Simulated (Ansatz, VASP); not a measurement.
Pd in VASP and in Ansatz

The input INCAR:

```
SYSTEM = Pd
  PREC = Accurate
  ENCUT = 630
  EDIFF = 1E-6
  ISMEAR = -1
  SIGMA = 0.1
  LREAL = .FALSE.
  LASPH = .TRUE.
  NELM = 120
  ALGO = Normal
  ISIF = 2
  LWAVE = .FALSE.
  LCHARG = .FALSE.
  GGA = PE
  NBANDS = 34
  GGA_COMPAT = .FALSE.
```

KPOINTS

```
Automatic mesh
0
G
  9 9 12
  0 0 0
```

The input POSCAR:

```
Pd
1.0
    3.9038663883      0.0000000000      0.0000000000
   -1.9519331942      3.3808474653      0.0000000000
    0.0000000000      0.0000000000      2.3194056156
Pd
3
Direct
    0.0000000000      0.0000000000      0.0000000000
    0.3333333333      0.6666666667      0.5000000000
    0.6666666667      0.3333333333      0.5000000000
```

Input for Ansatz:

```yaml
crystal:
  lattice:
    - [3.9038663883, 0.0, 0.0]
    - [-1.9519331942, 3.3808474653, 0.0]
    - [0.0, 0.0, 2.3194056156]
  atoms:
    - { symbol: Pd, position: [0.0, 0.0, 0.0] }
    - { symbol: Pd, position: [0.3333333333, 0.6666666667, 0.5] }
    - { symbol: Pd, position: [0.6666666667, 0.3333333333, 0.5] }
kpoints:
  mp_grid: { grid: [9, 9, 12] }
scf:
  occupations: { method: fermi_dirac, width: 0.1 }
hamiltonian:
  xc: pbe
  pseudopotentials: { kind: paw }
output:
  forces: true
  stress: true
  eigenvalues: true
  populations: true
```

Change from the starting cell: volume scaled by 0.65, PAW files.

Alike in both runs: task single point; functional PBE; k mesh 9 × 9 × 12; occupations fermi-dirac, width 0.1 eV; no spin polarisation.

```csv
,VASP,Ansatz
version,VASP 6.6.1,Ansatz 0.2.0
potentials or method,"VASP PAW PBE potentials, release 64 (Pd_sv_GW)","PAW with Ansatz's default frozen-core files, scalar-relativistic"
plane-wave cutoff (eV),630,420
valence electrons in the cell,54,54
```

|  | VASP | Ansatz | Ansatz less VASP |
| --- | --- | --- | --- |
| pressure (GPa) | 214.6 | 214.4 | -0.14 |
| traceless stress, the component that is largest in VASP (GPa) | 0.14 | 0.00 | -0.136 |

Both programs put the cell under a high pressure, so it lies far from rest at this level.

Noted on VASP's run: the cell as given lies far from equilibrium.
